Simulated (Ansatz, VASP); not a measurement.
## VH2 in VASP and in Ansatz

The input INCAR:

```
  PREC = Accurate
  ENCUT = 520
  EDIFF = 1E-8
  ISMEAR = -1
  SIGMA = 0.05
  LREAL = F
  LASPH = T
  NELM = 150
  ALGO = Normal
  ISIF = 2
  LWAVE = F
  LCHARG = F
  ISPIN = 2
  MAGMOM = 1.5 0 0
  LORBIT = 11
  LMAXMIX = 4
  LEFG = T
  NBANDS = 18
```

The input KPOINTS:

```
Automatic mesh
0
Gamma
  11 11 11
```

Contents of POSCAR:

```
VH2
1.0
    0.0000000000      2.1355000000      2.1355000000
    2.1355000000      0.0000000000      2.1355000000
    2.1355000000      2.1355000000      0.0000000000
V H
1 2
Direct
    0.0450000000     -0.0150000000     -0.0150000000
    0.2050000000      0.2650000000      0.2650000000
    0.7500000000      0.7500000000      0.7500000000
```

Input for Ansatz:

```yaml
crystal:
  lattice:
    - [0.0, 2.1355, 2.1355]
    - [2.1355, 0.0, 2.1355]
    - [2.1355, 2.1355, 0.0]
  atoms:
    - { symbol: V, position: [0.045, -0.015, -0.015], spin: 1.5 }
    - { symbol: H, position: [0.205, 0.265, 0.265] }
    - { symbol: H, position: [0.75, 0.75, 0.75] }
magnetization:
  spin_polarized: true
kpoints:
  mp_grid: { grid: [11, 11, 11] }
scf:
  occupations: { method: fermi_dirac, width: 0.05 }
hamiltonian:
  xc: lda
  pseudopotentials: { kind: paw }
output:
  forces: true
  stress: true
  eigenvalues: true
  efg: { contact_densities: true }
  populations: true
```

Change from the starting cell: shortest bond scaled by 1.12, PAW files.

Alike in both runs: task electric field gradients; functional LDA; k mesh 11 × 11 × 11; occupations fermi-dirac, width 0.05 eV; collinear spin.

|  | VASP | Ansatz |
| --- | --- | --- |
| version | VASP 6.6.1 | Ansatz 0.2.0 |
| potentials or method | VASP PAW LDA potentials, release 64 (V_sv, H) | PAW with Ansatz's default frozen-core files, scalar-relativistic |
| plane-wave cutoff (eV) | 520 | 420 |
| valence electrons in the cell | 15 | 15 |

|  | VASP | Ansatz | Ansatz less VASP |
| --- | --- | --- | --- |
| pressure (GPa) | -14.0 | -14.3 | -0.25 |
| rms of the force components (eV/Å) | 0.495 | 0.492 | -0.0032 |
| net moment per atom (μB) | 0.00 | 0.00 | 0.000 |
| size of Vzz on the site where it differs most (V/Å²) | 6.1 | 6.0 | -0.14 |

LDA's correlation is that of Perdew and Zunger in VASP and of Perdew and Wang (1992) in Ansatz. Atom by atom the forces differ by 0.003 eV/Å (rms over components). Ansatz's warnings: seeded moment not kept.
